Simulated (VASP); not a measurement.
Here is a VASP 6.6.1 calculation.

INCAR

```
SYSTEM = SiNi
PREC     = Accurate       ! precision mode
ENCUT    = 520            ! plane-wave cutoff, eV
EDIFF    = 1E-7           ! SCF threshold, eV
ISMEAR   = 0              ! smearing method
SIGMA    = 0.1            ! smearing width, eV
LREAL    = .False.        ! projectors in reciprocal space
LASPH    = .True.         ! aspherical terms in the spheres
NELM     = 80             ! most SCF steps
ALGO     = Normal         ! electronic algorithm
ISIF     = 2              ! what is computed and relaxed
LWAVE    = .False.        ! write WAVECAR
LCHARG   = .True.         ! write CHGCAR
GGA      = PE             ! functional
LELF     = .True.         ! ELF
LVHAR    = .True.       
NBANDS   = 38             ! bands
```

KPOINTS

```
regular mesh
0
Gamma
  8 8 8
  0 0 0
```

File POSCAR:

```
SiNi
1.0
    4.6644696605      0.0000000000      0.0000000000
    0.0000000000      4.6644696605      0.0000000000
    0.0000000000      0.0000000000      4.6644696605
Si Ni
4 4
Direct
    0.8451111892      0.8451111892      0.8451111892
    0.6548888108      0.1548888108      0.3451111892
    0.3451111892      0.6548888108      0.1548888108
    0.1548888108      0.3451111892      0.6548888108
    0.1433982691      0.1433982691      0.1433982691
    0.3566017309      0.8566017309      0.6433982691
    0.6433982691      0.3566017309      0.8566017309
    0.8566017309      0.6433982691      0.3566017309
```

Potentials or basis: VASP PAW PBE potentials, release 64 (Si, Ni).

Run with:

```sh
$ cat potpaw_PBE.64/Si/POTCAR potpaw_PBE.64/Ni/POTCAR > POTCAR
$ mpirun -np 1 vasp_std > vasp.out
```

**Question.** Predict the band gap on the k mesh.

**Answer.** Zero (bands 28 and 29 overlap by 1.01 eV).

**Question.** Estimate the pressure.

**Answer.** -13.3 GPa.

Forces in eV/Å, atoms in the order of the input:
```
Si  -0.008 -0.008 -0.008
Si   0.008  0.008 -0.008
Si  -0.008  0.008  0.008
Si   0.008 -0.008  0.008
Ni   0.005  0.005  0.005
Ni  -0.005 -0.005  0.005
Ni   0.005 -0.005 -0.005
Ni  -0.005  0.005 -0.005
```

Caveat: the cell stands under tension. Spin polarisation is off, so any magnetic state and its effect on volume and gap are missing.
